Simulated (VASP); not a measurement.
# HfC (F-43m) in VASP: further runs

Runs on HfC. Level: PBE. Tasks: single point, relaxation of cell and atoms.

Everything below comes from runs of VASP 6.6.1. Logs are shortened: lines on timing, memory, paths and dates and some standing lists are left out, and cuts for length are marked.

### 1 The cell of the first run

The structure is cubic, space group F-43m (No. 216). Conventional cell: a = 5.045 Å, b = 5.045 Å, c = 5.045 Å, α = 90.00°, β = 90.00°, γ = 90.00°. Within 2.9 Å of Hf (site symmetry -43m) lie 4 C at 2.18 Å. Within 2.9 Å of C (site symmetry -43m) lie 4 Hf at 2.18 Å.

### 2 Single point, PBE

Input file INCAR:

```
SYSTEM = HfC
  ALGO = Normal
  EDIFF = 1E-7
  ENCUT = 520
  GGA = PE
  ISIF = 2
  ISMEAR = 0
  LASPH = .True.
  LCHARG = .False.
  LREAL = .False.
  LWAVE = .False.
  NBANDS = 14
  NELM = 60
  PREC = Accurate
  SIGMA = 0.02
```

Input file KPOINTS:

```
k-points
0
Gamma
  12 12 12
  0 0 0
```

Input file POSCAR:

```
HfC
1.0
    0.0000000000      2.5222817927      2.5222817927
    2.5222817927      0.0000000000      2.5222817927
    2.5222817927      2.5222817927      0.0000000000
Hf C
1 1
Direct
    0.2500000000      0.2500000000      0.2500000000
    0.0000000000      0.0000000000      0.0000000000
```

Potentials or basis: VASP PAW PBE potentials, release 64 (Hf_pv, C).

Launch:

```
> cat potpaw_PBE.64/Hf_pv/POTCAR potpaw_PBE.64/C/POTCAR > POTCAR
> mpirun -np 1 vasp_std > vasp.out
```

OUTCAR:

```text
SYSTEM = HfC
   EDIFF = 1E-7
   ENCUT = 520
   GGA = PE
   ISIF = 2
   ISMEAR = 0
   LASPH = .True.
   LREAL = .False.
   NELM = 60
   PREC = Accurate

 ion  position               nearest neighbor table
   1  0.250  0.250  0.250-   2 2.18   2 2.18   2 2.18   2 2.18
   2  0.000  0.000  0.000-   1 2.18   1 2.18   1 2.18   1 2.18

  LATTYP: Found a face centered cubic cell.
 ALAT       =     5.0445635854

  Lattice vectors:

 A1 = (   0.0000000000,   2.5222817927,   2.5222817927)
 A2 = (   2.5222817927,   0.0000000000,   2.5222817927)
 A3 = (   2.5222817927,   2.5222817927,   0.0000000000)

Analysis of symmetry for initial positions (statically):
=====================================================================
 Subroutine PRICEL returns:
 Original cell was already a primitive cell.

 Routine SETGRP: Setting up the symmetry group for a
 face centered cubic supercell.

 Subroutine GETGRP returns: Found 24 space group operations
 (whereof 24 operations were pure point group operations)
 out of a pool of 48 trial point group operations.

The static configuration has the point symmetry T_d .

Analysis of symmetry for dynamics (positions and initial velocities):
=====================================================================
 Subroutine PRICEL returns:
 Original cell was already a primitive cell.

 Routine SETGRP: Setting up the symmetry group for a
 face centered cubic supercell.

 Subroutine GETGRP returns: Found 24 space group operations
 (whereof 24 operations were pure point group operations)
 out of a pool of 48 trial point group operations.

The dynamic configuration has the point symmetry T_d .

 Subroutine INISYM returns: Found 24 space group operations
 (whereof 24 operations are pure point group operations),
 and found     1 'primitive' translations

----------------------------------------------------------------------------------------

                                     Primitive cell

  volume of cell :      32.0930

  direct lattice vectors                    reciprocal lattice vectors
     0.000000000  2.522281793  2.522281793    -0.198233204  0.198233204  0.198233204
     2.522281793  0.000000000  2.522281793     0.198233204 -0.198233204  0.198233204
     2.522281793  2.522281793  0.000000000     0.198233204  0.198233204 -0.198233204

  length of vectors
     3.567045119  3.567045119  3.567045119     0.343349980  0.343349980  0.343349980

[... 83 lines left out ...]
   NSW    =      0    number of steps for IOM
   IBRION =     -1    ionic relax: 0-MD 1-quasi-New 2-CG
   NFREE  =      0    steps in history (QN), initial steepest desc. (CG)
   ISIF   =      2    stress and relaxation
   ISYM   =      2    0-nonsym 1-usesym 2-fastsym
   POTIM  = 0.5000    time-step for ionic-motion
   TEBEG  =    0.0;   TEEND  =   0.0 temperature during run
   PSTRESS=    0.0 pullay stress
   NELECT =      14.0000    total number of electrons
   NUPDOWN=      -1.0000    fix difference up-down
   EMIN   =  10.00;   EMAX   =-10.00  energy-range for DOS
   EFERMI =   0.00;   METHOD = LEGACY
   ISMEAR =     0;   SIGMA  =   0.02  broadening in eV -4-tet -1-fermi 0-gaus
   EFERMI_NEDOS =   21; number of points for ismear=-14 and -15
   IALGO  =     38    algorithm
   IMIX   =      4    mixing-type and parameters
     AMIX     =   0.40;   BMIX     =  1.00
     AMIX_MAG =   1.60;   BMIX_MAG =  1.00
  volume/ion in A,a.u.               =      16.05       108.29
  Fermi-wavevector in a.u.,A,eV,Ry     =   1.241597  2.346278 20.974232  1.541563
  Thomas-Fermi vector in A             =   2.375988
   LORBIT       =      0    0 simple, 1 ext, 2 COOP (PROOUT), +10 PAW based schemes
   GGA     = PE    functional components
   LHFCALC =     F    Hartree Fock is set to
   AEXX    =    0.0000 exact exchange contribution
   IVDW    =     0    specifies the selected vdW correction
   LEPSILON=     F    determine dielectric tensor
   LRPA    =     F    only Hartree local field effects (RPA)
 non-spin polarized calculation
 Gauss-broadening in eV      SIGMA  =   0.02
  energy-cutoff  :      520.00
  volume of cell :       32.09
 maximum number of plane-waves:       886
   NGX = 13   NGY = 13   NGZ = 13

 number of electron      14.0000000 magnetization

 Free energy of the ion-electron system (eV)
  ---------------------------------------------------
  ext. energy  EPLUGINS =         0.00000000
  ---------------------------------------------------
  free energy    TOTEN  =       -19.75666169 eV

  energy without entropy =      -19.75666169  energy(sigma->0) =      -19.75666169

 E-fermi :   3.7435     XC(G=0): -10.8040

 val. band max:        3.6575388266   @ k =  -0.2500   0.5000   0.2500
 cond. band min:       3.9508223601   @ k =  -0.2500   0.5000   0.2500
 fundamental gap:      0.2932835335
 Fermi energy:         3.7435136945

 k-point     1 :       0.0000    0.0000    0.0000
  band No.  band energies     occupation
      1     -25.9999      2.00000
      2     -25.9999      2.00000
      3     -25.9999      2.00000
      4      -6.9667      2.00000
      5       1.4061      2.00000
      6       1.4061      2.00000
      7       1.4061      2.00000
      8       6.9003      0.00000
      9       7.2549      0.00000
     10       7.2549      0.00000
     11      12.7727      0.00000
     12      12.7727      0.00000
     13      12.7727      0.00000
     14      17.3800      0.00000
[... 377 lines left out ...]
      1     -26.2882      2.00000
      2     -26.1020      2.00000
      3     -26.0574      2.00000
      4      -5.1206      2.00000
      5       0.8619      2.00000
      6       1.6478      2.00000
      7       2.3174      2.00000
      8       6.3545      0.00000
      9       7.4305      0.00000
     10       8.1808      0.00000
     11      11.1609      0.00000
     12      11.3395      0.00000
     13      11.7878      0.00000
     14      15.7246      0.00000

 [... further k-points ...]
[... 5 lines left out ...]
  --------------------------------------------------------------------------------------
  -------------------------------------------------------------------------------------
  Total       -0.0802293     -0.0802293     -0.0802293      0.0000000     -0.0000000      0.0000000
  in kB       -4.0052787     -4.0052787     -4.0052787      0.0000000     -0.0000000      0.0000000
  external PRESSURE =      -4.0052787 kB  Pullay stress =       0.0000000 kB

 VOLUME and BASIS-vectors are now :
 -----------------------------------------------------------------------------
  energy-cutoff  :      520.00
  volume of cell :       32.09
      direct lattice vectors                 reciprocal lattice vectors
     0.000000000  2.522281793  2.522281793    -0.198233204  0.198233204  0.198233204
     2.522281793  0.000000000  2.522281793     0.198233204 -0.198233204  0.198233204
     2.522281793  2.522281793  0.000000000     0.198233204  0.198233204 -0.198233204

 POSITION                                       TOTAL-FORCE (eV/Angst)
 -----------------------------------------------------------------------------------
      1.26114      1.26114      1.26114         0.000000      0.000000     -0.000000
      0.00000      0.00000      0.00000        -0.000000     -0.000000      0.000000
 -----------------------------------------------------------------------------------
    total drift:                               -0.000000     -0.000000     -0.000000

  FREE ENERGIE OF THE ION-ELECTRON SYSTEM (eV)
  ---------------------------------------------------
  free  energy   TOTEN  =       -19.7566616859 eV

  energy  without entropy=      -19.7566616859  energy(sigma->0) =      -19.75666169
```

stdout:

```text
POSCAR found type information on POSCAR HfC
 POSCAR found :  2 types and       2 ions
 scaLAPACK will be used
 LDA part: xc-table for (Slater+PW92), standard interpolation
 POSCAR, INCAR and KPOINTS ok, starting setup
 FFT: planning ... GRIDC
 FFT: planning ... GRID_SOFT
 FFT: planning ... GRID
 WAVECAR not read
 entering main loop
```

Run time: 20 s. Hardware: 1 thread of Intel Xeon 6975P-C (Granite Rapids), shared host; peak memory 0.18 GiB.

Results:

```yaml
Free_energy: -19.7567 eV
Pressure: -0.4 GPa
Band_gap_on_the_k_mesh: 0.29 eV, direct
```

Caveat: spin-orbit coupling is left out, which moves the levels of the heavy elements. A k mesh can miss the band edges.

### 3 Relaxation of cell and atoms, PBE

Input file INCAR:

```
PREC = Accurate
ENCUT = 600
EDIFF = 1E-6
ISMEAR = 0
SIGMA = 0.02
LREAL = F
LASPH = T
NELM = 80
ALGO = Normal
ISIF = 3
LWAVE = F
LCHARG = F
GGA = PE
IBRION = 2
NSW = 100
EDIFFG = -0.01
```

Input file KPOINTS:

```
regular mesh
0
Gamma
  12 12 12
```

Input file POSCAR:

```
HfC
1.0
    0.0000000000      2.5216141617      2.5216141617
    2.5216141617      0.0000000000      2.5216141617
    2.5216141617      2.5216141617      0.0000000000
Hf C
1 1
Direct
    0.2500000000      0.2500000000      0.2500000000
    0.0000000000      0.0000000000      0.0000000000
```

Potentials or basis: VASP PAW PBE potentials, release 64 (Hf_pv, C).

Launch:

```
> cat potpaw_PBE.64/Hf_pv/POTCAR potpaw_PBE.64/C/POTCAR > POTCAR
> mpirun -np 1 vasp_std > vasp.out
```

OUTCAR:

```text
PREC = Accurate
   ENCUT = 600
   EDIFF = 1E-6
   ISMEAR = 0
   LREAL = F
   LASPH = T
   NELM = 80
   ISIF = 3
   GGA = PE
   IBRION = 2
   NSW = 100
   EDIFFG = -0.01

 ion  position               nearest neighbor table
   1  0.250  0.250  0.250-   2 2.18   2 2.18   2 2.18   2 2.18
   2  0.000  0.000  0.000-   1 2.18   1 2.18   1 2.18   1 2.18

  LATTYP: Found a face centered cubic cell.
 ALAT       =     5.0432283234

  Lattice vectors:

 A1 = (   0.0000000000,   2.5216141617,   2.5216141617)
 A2 = (   2.5216141617,   0.0000000000,   2.5216141617)
 A3 = (   2.5216141617,   2.5216141617,   0.0000000000)

Analysis of symmetry for initial positions (statically):
=====================================================================
 Subroutine PRICEL returns:
 Original cell was already a primitive cell.

 Routine SETGRP: Setting up the symmetry group for a
 face centered cubic supercell.

 Subroutine GETGRP returns: Found 24 space group operations
 (whereof 24 operations were pure point group operations)
 out of a pool of 48 trial point group operations.

The static configuration has the point symmetry T_d .

Analysis of symmetry for dynamics (positions and initial velocities):
=====================================================================
 Subroutine PRICEL returns:
 Original cell was already a primitive cell.

 Routine SETGRP: Setting up the symmetry group for a
 face centered cubic supercell.

 Subroutine GETGRP returns: Found 24 space group operations
 (whereof 24 operations were pure point group operations)
 out of a pool of 48 trial point group operations.

The dynamic configuration has the point symmetry T_d .

 Subroutine INISYM returns: Found 24 space group operations
 (whereof 24 operations are pure point group operations),
 and found     1 'primitive' translations

----------------------------------------------------------------------------------------

                                     Primitive cell

  volume of cell :      32.0676

[... 124 lines left out ...]
 maximum number of plane-waves:      1090
   NGX = 15   NGY = 15   NGZ = 15

--------------------------------------- Ionic step        1  -------------------------------------------

 number of electron      14.0000000 magnetization

 Free energy of the ion-electron system (eV)
  ---------------------------------------------------
  ext. energy  EPLUGINS =         0.00000000
  ---------------------------------------------------
  free energy    TOTEN  =       -19.75746476 eV

  energy without entropy =      -19.75746476  energy(sigma->0) =      -19.75746476

------------------------ aborting loop because EDIFF is reached ----------------------------------------

  FORCE on cell =-STRESS in cart. coord.  units (eV):
  Direction    XX          YY          ZZ          XY          YZ          ZX
  --------------------------------------------------------------------------------------
  -------------------------------------------------------------------------------------
  Total       -0.0669530     -0.0669530     -0.0669530     -0.0000000      0.0000000      0.0000000
  in kB       -3.3451418     -3.3451418     -3.3451418     -0.0000000      0.0000000      0.0000000
  external PRESSURE =      -3.3451418 kB  Pullay stress =       0.0000000 kB
[... 59 lines left out ...]
--------------------------------------- Ionic step        3  -------------------------------------------

 number of electron      14.0000000 magnetization

 Free energy of the ion-electron system (eV)
  ---------------------------------------------------
  ext. energy  EPLUGINS =         0.00000000
  ---------------------------------------------------
  free energy    TOTEN  =       -19.75754485 eV

  energy without entropy =      -19.75754485  energy(sigma->0) =      -19.75754485

 E-fermi :   3.7938     XC(G=0): -10.8174

 val. band max:        3.6794867433   @ k =  -0.2500   0.5000   0.2500
 cond. band min:       3.9689639518   @ k =  -0.2500   0.5000   0.2500
 fundamental gap:      0.2894772084
 Fermi energy:         3.7938296317

 k-point     1 :       0.0000    0.0000    0.0000
  band No.  band energies     occupation
      1     -25.9671      2.00000
      2     -25.9671      2.00000
      3     -25.9671      2.00000
      4      -6.9594      2.00000
      5       1.4171      2.00000
      6       1.4171      2.00000
      7       1.4171      2.00000
      8       6.9326      0.00000
      9       7.2840      0.00000
     10       7.2840      0.00000
     11      12.8129      0.00000
[... 309 lines left out ...]
 k-point    24 :      -0.4167    0.1667    0.0000
  band No.  band energies     occupation
      1     -26.2590      2.00000
      2     -26.0705      2.00000
      3     -26.0253      2.00000
      4      -5.1059      2.00000
      5       0.8781      2.00000
      6       1.6607      2.00000
      7       2.3319      2.00000
      8       6.3807      0.00000
      9       7.4601      0.00000
     10       8.2143      0.00000
     11      11.2046      0.00000

 [... further k-points ...]
[... 5 lines left out ...]
  --------------------------------------------------------------------------------------
  -------------------------------------------------------------------------------------
  Total       -0.0011098     -0.0011098     -0.0011098      0.0000000      0.0000000      0.0000000
  in kB       -0.0555713     -0.0555713     -0.0555713      0.0000000      0.0000000      0.0000000
  external PRESSURE =      -0.0555713 kB  Pullay stress =       0.0000000 kB
[... 17 lines left out ...]
  FREE ENERGIE OF THE ION-ELECTRON SYSTEM (eV)
  ---------------------------------------------------
  free  energy   TOTEN  =       -19.7575448452 eV

  energy  without entropy=      -19.7575448452  energy(sigma->0) =      -19.75754485

 reached required accuracy - stopping structural energy minimisation
```

OSZICAR:

```text
N       E                     dE             d eps       ncg     rms          rms(c)
DAV:   1     0.276221424779E+02    0.27622E+02   -0.86114E+03  1584   0.135E+03
DAV:   2    -0.218278515671E+02   -0.49450E+02   -0.46176E+02  2184   0.222E+02
[... 20 lines left out ...]
   2 F= -.19757433E+02 E0= -.19757433E+02  d E =0.313419E-04
       N       E                     dE             d eps       ncg     rms          rms(c)
DAV:   1    -0.197578578370E+02   -0.42399E-03   -0.83019E-03  1632   0.867E-01    0.223E-01
DAV:   2    -0.197576238318E+02    0.23401E-03   -0.37472E-04  1665   0.180E-01    0.104E-01
DAV:   3    -0.197575448305E+02    0.79001E-04   -0.24290E-04  1659   0.132E-01    0.725E-02
DAV:   4    -0.197575448452E+02   -0.14690E-07   -0.48413E-06  1972   0.218E-02
   3 F= -.19757545E+02 E0= -.19757545E+02  d E =-.800898E-04
```

CONTCAR:

```text
HfC
   1.00000000000000
    -0.0000000000000000    2.5197374698445154    2.5197374698445154
     2.5197374698445154   -0.0000000000000000    2.5197374698445154
     2.5197374698445154    2.5197374698445154    0.0000000000000000
  Hf              C
     1     1
Direct
     0.2500000000000000    0.2500000000000000    0.2500000000000000
     0.0000000000000000    0.0000000000000000    0.0000000000000000

  0.00000000E+00  0.00000000E+00  0.00000000E+00
  0.00000000E+00  0.00000000E+00  0.00000000E+00
```

Run time: 30 s. Hardware: 1 thread of Intel Xeon 6975P-C (Granite Rapids), shared host; peak memory 0.19 GiB.

What came out:

```yaml
Free_energy: -19.7575 eV
Relaxed_volume: 16.00 Å³/atom
Relaxed_cell: a = 3.563 Å, b = 3.563 Å, c = 3.563 Å, α = 60.00°, β = 60.00°, γ = 60.00°
Space_group_after_relaxing_to_0.05_Å: F-43m (No. 216)
Energy_gained_by_relaxing: 0.0 meV/atom
Ionic_steps: 3
Pressure_after_relaxing: 0.0 GPa
Band_gap_on_the_k_mesh: 0.29 eV, direct
```

Final structure:
```
Hf C
1.0
     0.00000    2.51974    2.51974
     2.51974    0.00000    2.51974
     2.51974    2.51974    0.00000
Hf C
1 1
Direct
  0.25000 0.25000 0.25000
  0.00000 0.00000 0.00000
```

Caveat: spin-orbit coupling is left out, which moves the levels of the heavy elements.
